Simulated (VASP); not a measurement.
Runs of VASP 6.6.1 on Al. The structure is that of space group Im-3m (No. 229), or close to it. The cells are those of the table. 

```csv
cell,gap on the mesh (eV),pressure (GPa)
"a = 2.681 Å, angles 109.5°, 1 atom",none,(b)
"a = 2.780 Å, angles 109.5°, 1 atom",none,(a)
"a = 2.828 Å, angles 109.5°, 1 atom",none,-3.4
"a = 2.804 Å, angles 109.5°, 1 atom",none,-1.8
"a = 2.706 Å, angles 109.5°, 1 atom",none,7.2
```

Alike in all rows: task single point; level PBEsol; potentials or basis VASP PAW PBE potentials, release 64 (Al); no spin polarisation; k mesh 13 × 13 × 13; cutoff (eV) 520; smearing fermi-dirac 0.1 eV.

Fill in the values left out.

(a) 0.0; (b) 10.4.

Caveats: the PAW data sets were made with another functional, which shifts forces and pressure a little.

A gap of «none» marks levels without a gap at the run's occupations.
